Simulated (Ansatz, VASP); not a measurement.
# Two plane-wave programs on K2S

INCAR

```
PREC = Accurate ; ENCUT = 500
EDIFF = 1E-6 ; ISMEAR = 0
SIGMA = 0.01 ; LREAL = F
LASPH = T ; NELM = 120
ALGO = Normal ; ISIF = 2
LWAVE = F ; LCHARG = T
GGA = PE ; LELF = T
LVHAR = T ; NBANDS = 19
GGA_COMPAT = F
```

File KPOINTS:

```
regular mesh
0
Gamma
  6 6 6
```

POSCAR

```
K2S
1.0
    0.0000000000      3.6533589288      3.6533589288
    3.6533589288      0.0000000000      3.6533589288
    3.6533589288      3.6533589288      0.0000000000
S K
1 2
Direct
    0.0000000000      0.0000000000      0.0000000000
    0.2500000000      0.2500000000      0.2500000000
    0.7500000000      0.7500000000      0.7500000000
```

Input for Ansatz:

```yaml
crystal:
  lattice:
    - [0.0, 3.6533589288, 3.6533589288]
    - [3.6533589288, 0.0, 3.6533589288]
    - [3.6533589288, 3.6533589288, 0.0]
  atoms:
    - { symbol: S, position: [0.0, 0.0, 0.0] }
    - { symbol: K, position: [0.25, 0.25, 0.25] }
    - { symbol: K, position: [0.75, 0.75, 0.75] }
kpoints:
  mp_grid: { grid: [6, 6, 6] }
hamiltonian:
  xc: pbe
scf:
  occupations: { method: fixed }
  n_extra_bands: 4
output:
  forces: true
  stress: true
  eigenvalues: true
```

Alike in both runs: task single point; functional PBE; k mesh 6 × 6 × 6; no spin polarisation.

```csv
,VASP,Ansatz
version,VASP 6.6.1,Ansatz 0.2.0
potentials or method,"VASP PAW PBE potentials, release 64 (S, K_sv)","plane waves, PAW"
plane-wave cutoff (eV),500,420
occupations,"gaussian, width 0.01 eV",fixed
valence electrons in the cell,24,24
```

```tsv
	VASP	Ansatz	Ansatz less VASP
gap on the k mesh at the Fermi level (eV)	2.48	2.48	+0.002
pressure (GPa)	1.4	1.3	-0.04
```
